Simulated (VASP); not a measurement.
# Mg2H2O3 (P-3m1) in VASP: single point with PBEsol

Aim: the single point of Mg2H2O3 with PBEsol.

The COD entry that gives the cell may itself be a prediction, so a difference from it is no test against experiment.

All numbers are computed with VASP 6.6.1; they aren't measurements. Logs are shortened: lines on timing, memory, paths and dates and some standing lists are left out, and cuts for length are marked.

## (1) The cell of the first run

The structure is trigonal, space group P-3m1 (No. 164). Conventional cell: a = 3.085 Å, b = 3.085 Å, c = 7.710 Å, α = 90.00°, β = 90.00°, γ = 120.00°. Mg (site symmetry 3m) has 6 O at 2.10 to 2.17 Å and 3 H at 2.76 Å within 2.8 Å. H (site symmetry 3m) has 1 O at 0.99 Å within 1.3 Å. Within 1.3 Å of O (site symmetry 3m) lie 1 H at 0.99 Å. Within 2.9 Å of O (site symmetry -3m) lie 6 Mg at 2.17 Å.

## (2) Single point, PBEsol

File INCAR:

```
SYSTEM = Mg2H2O3
PREC     = Accurate       ! precision mode
ENCUT    = 520            ! plane-wave cutoff, eV
EDIFF    = 1E-7           ! SCF threshold, eV
ISMEAR   = 0              ! smearing method
SIGMA    = 0.01           ! smearing width, eV
LREAL    = .FALSE.        ! projectors in reciprocal space
LASPH    = .TRUE.         ! aspherical terms in the spheres
NELM     = 100            ! most SCF steps
ALGO     = Normal         ! electronic algorithm
ISIF     = 2              ! what is computed and relaxed
LWAVE    = .FALSE.        ! write WAVECAR
LCHARG   = .FALSE.        ! write CHGCAR
GGA      = PS             ! functional
NBANDS   = 21             ! bands
```

File KPOINTS:

```
regular mesh
0
G
  6 6 2
  0 0 0
```

File POSCAR:

```
Mg2H2O3
1.0
    3.0850000000      0.0000000000      0.0000000000
   -1.5425000000      2.6716883707      0.0000000000
    0.0000000000      0.0000000000      7.7100000000
Mg H O
2 2 3
Direct
    0.6666666667      0.3333333333      0.8399000000
    0.3333333333      0.6666666667      0.1601000000
    0.3333333333      0.6666666667      0.5666000000
    0.6666666667      0.3333333333      0.4334000000
    0.3333333333      0.6666666667      0.6949000000
    0.6666666667      0.3333333333      0.3051000000
    0.0000000000      0.0000000000      0.0000000000
```

Potentials or basis: VASP PAW PBE potentials, release 64 (Mg, H, O).

Launch:

```
$ cat potpaw_PBE.64/Mg/POTCAR potpaw_PBE.64/H/POTCAR potpaw_PBE.64/O/POTCAR > POTCAR
$ mpirun -np 1 vasp_std > vasp.out
```

OUTCAR:

```text
SYSTEM = Mg2H2O3
   PREC = Accurate
   ENCUT = 520
   EDIFF = 1E-7
   ISMEAR = 0
   LREAL = .FALSE.
   LASPH = .TRUE.
   NELM = 100
   ISIF = 2
   GGA = PS

 ion  position               nearest neighbor table
   1  0.667  0.333  0.840-   5 2.10   5 2.10   5 2.10   7 2.17   7 2.17   7 2.17   2 3.04   2 3.04
                             2 3.04
   2  0.333  0.667  0.160-   6 2.10   6 2.10   6 2.10   7 2.17   7 2.17   7 2.17   1 3.04   1 3.04
                             1 3.04
   3  0.333  0.667  0.567-   5 0.99
   4  0.667  0.333  0.433-   6 0.99
   5  0.333  0.667  0.695-   3 0.99   1 2.10   1 2.10   1 2.10
   6  0.667  0.333  0.305-   4 0.99   2 2.10   2 2.10   2 2.10
   7  0.000  0.000  0.000-   1 2.17   2 2.17   1 2.17   2 2.17   1 2.17   2 2.17

  LATTYP: Found a hexagonal cell.
 ALAT       =     3.0850000000
 C/A-ratio  =     2.4991896272

  Lattice vectors:

 A1 = (   3.0850000000,   0.0000000000,   0.0000000000)
 A2 = (  -1.5425000000,   2.6716883707,   0.0000000000)
 A3 = (   0.0000000000,   0.0000000000,   7.7100000000)

Analysis of symmetry for initial positions (statically):
=====================================================================
 Subroutine PRICEL returns:
 Original cell was already a primitive cell.

 Routine SETGRP: Setting up the symmetry group for a
 hexagonal supercell.

 Subroutine GETGRP returns: Found 12 space group operations
 (whereof 12 operations were pure point group operations)
 out of a pool of 24 trial point group operations.

The static configuration has the point symmetry D_3d.

Analysis of symmetry for dynamics (positions and initial velocities):
=====================================================================
 Subroutine PRICEL returns:
 Original cell was already a primitive cell.

 Routine SETGRP: Setting up the symmetry group for a
 hexagonal supercell.

 Subroutine GETGRP returns: Found 12 space group operations
 (whereof 12 operations were pure point group operations)
 out of a pool of 24 trial point group operations.

The dynamic configuration has the point symmetry D_3d.

 Subroutine INISYM returns: Found 12 space group operations
 (whereof 12 operations are pure point group operations),
 and found     1 'primitive' translations

[... 95 lines left out ...]
   EDIFFG = 0.1E-05   stopping-criterion for IOM
   NSW    =      0    number of steps for IOM
   IBRION =     -1    ionic relax: 0-MD 1-quasi-New 2-CG
   NFREE  =      0    steps in history (QN), initial steepest desc. (CG)
   ISIF   =      2    stress and relaxation
   ISYM   =      2    0-nonsym 1-usesym 2-fastsym
   POTIM  = 0.5000    time-step for ionic-motion
   TEBEG  =    0.0;   TEEND  =   0.0 temperature during run
   PSTRESS=    0.0 pullay stress
   NELECT =      24.0000    total number of electrons
   NUPDOWN=      -1.0000    fix difference up-down
   EMIN   =  10.00;   EMAX   =-10.00  energy-range for DOS
   EFERMI =   0.00;   METHOD = LEGACY
   ISMEAR =     0;   SIGMA  =   0.01  broadening in eV -4-tet -1-fermi 0-gaus
   EFERMI_NEDOS =   21; number of points for ismear=-14 and -15
   IALGO  =     38    algorithm
   IMIX   =      4    mixing-type and parameters
     AMIX     =   0.40;   BMIX     =  1.00
     AMIX_MAG =   1.60;   BMIX_MAG =  1.00
  volume/ion in A,a.u.               =       9.08        61.26
  Fermi-wavevector in a.u.,A,eV,Ry     =   1.183351  2.236209 19.052494  1.400319
  Thomas-Fermi vector in A             =   2.319587
   LORBIT       =      0    0 simple, 1 ext, 2 COOP (PROOUT), +10 PAW based schemes
   GGA     = PS    functional components
   LHFCALC =     F    Hartree Fock is set to
   AEXX    =    0.0000 exact exchange contribution
   IVDW    =     0    specifies the selected vdW correction
   LEPSILON=     F    determine dielectric tensor
   LRPA    =     F    only Hartree local field effects (RPA)
 non-spin polarized calculation
 Gauss-broadening in eV      SIGMA  =   0.01
  energy-cutoff  :      520.00
  volume of cell :       63.55
 maximum number of plane-waves:      1732
 NGX is ok and might be reduce to    24
   NGX = 11   NGY = 11   NGZ = 29

 number of electron      23.9999998 magnetization

 Free energy of the ion-electron system (eV)
  ---------------------------------------------------
  ext. energy  EPLUGINS =         0.00000000
  ---------------------------------------------------
  free energy    TOTEN  =       -39.87158420 eV

  energy without entropy =      -39.87158420  energy(sigma->0) =      -39.87158420

 E-fermi :   0.8481     XC(G=0): -10.0039

 val. band max:        0.7971794985   @ k =   0.0000   0.0000   0.0000
 cond. band min:       4.3407893372   @ k =   0.0000   0.0000   0.0000
 fundamental gap:      3.5436098387
 Fermi energy:         0.8481454031

 k-point     1 :       0.0000    0.0000    0.0000
  band No.  band energies     occupation
      1     -17.1367      2.00000
      2     -16.7147      2.00000
      3     -15.2322      2.00000
      4      -5.4107      2.00000
      5      -4.7736      2.00000
      6      -0.5265      2.00000
[... 325 lines left out ...]
     20      13.1534      0.00000
     21      13.6979      0.00000

------------------------ aborting loop because EDIFF is reached ----------------------------------------

  FORCE on cell =-STRESS in cart. coord.  units (eV):
  Direction    XX          YY          ZZ          XY          YZ          ZX
  --------------------------------------------------------------------------------------
  -------------------------------------------------------------------------------------
  Total       -1.4754329     -1.4754329     -4.9253394      0.0000000      0.0000000      0.0000000
  in kB      -37.1992930    -37.1992930   -124.1799269      0.0000000      0.0000000      0.0000000
  external PRESSURE =     -66.1928377 kB  Pullay stress =       0.0000000 kB

 VOLUME and BASIS-vectors are now :
 -----------------------------------------------------------------------------
  energy-cutoff  :      520.00
  volume of cell :       63.55
      direct lattice vectors                 reciprocal lattice vectors
     3.085000000  0.000000000  0.000000000     0.324149109  0.187147575  0.000000000
    -1.542500000  2.671688371  0.000000000     0.000000000  0.374295150  0.000000000
     0.000000000  0.000000000  7.710000000     0.000000000  0.000000000  0.129701686

 POSITION                                       TOTAL-FORCE (eV/Angst)
 -----------------------------------------------------------------------------------
      1.54250      0.89056      6.47563         0.000000      0.000000     -0.561475
     -0.00000      1.78113      1.23437         0.000000     -0.000000      0.561475
     -0.00000      1.78113      4.36849         0.000000      0.000000      0.820344
      1.54250      0.89056      3.34151        -0.000000      0.000000     -0.820344
     -0.00000      1.78113      5.35768        -0.000000      0.000000     -0.063167
      1.54250      0.89056      2.35232         0.000000     -0.000000      0.063167
      0.00000      0.00000      0.00000         0.000000      0.000000      0.000000
 -----------------------------------------------------------------------------------
    total drift:                                0.000000      0.000000      0.000000

  FREE ENERGIE OF THE ION-ELECTRON SYSTEM (eV)
  ---------------------------------------------------
  free  energy   TOTEN  =       -39.8715842037 eV

  energy  without entropy=      -39.8715842037  energy(sigma->0) =      -39.87158420
```

stdout:

```text
POSCAR found type information on POSCAR MgH O
 POSCAR found :  3 types and       7 ions
 scaLAPACK will be used
 -----------------------------------------------------------------------------
|                                                                             |
|                                                                             |
|     You enforced a specific xc type in the INCAR file but a different       |
|     I HOPE YOU KNOW WHAT YOU ARE DOING!                                     |
|                                                                             |
 -----------------------------------------------------------------------------

 LDA part: xc-table for (Slater+PW92), standard interpolation
 POSCAR, INCAR and KPOINTS ok, starting setup
 FFT: planning ... GRIDC
 FFT: planning ... GRID_SOFT
 FFT: planning ... GRID
 WAVECAR not read
 entering main loop
```

Wall time 18 s (1 thread of Intel Xeon Platinum 8259CL at 2.50GHz (Skylake/Cascade Lake), shared host); peak memory 0.18 GiB.

Results:

| Quantity | Value |
| --- | --- |
| Free energy | -39.8716 eV |
| Pressure | -6.6 GPa |
| Largest force | 0.820 eV/Å |
| Band gap on the k mesh | 3.54 eV, direct |

Forces in eV/Å, atoms in the order of the input:
```
Mg   0.000  0.000 -0.561
Mg   0.000  0.000  0.561
H    0.000  0.000  0.820
H    0.000  0.000 -0.820
O    0.000  0.000 -0.063
O    0.000  0.000  0.063
O    0.000  0.000  0.000
```

Stress tensor (GPa, compression positive):
```
 -3.72   0.00   0.00
  0.00  -3.72   0.00
  0.00   0.00 -12.42
```

Caveat: the PAW data sets were made with another functional, which shifts forces and pressure a little.
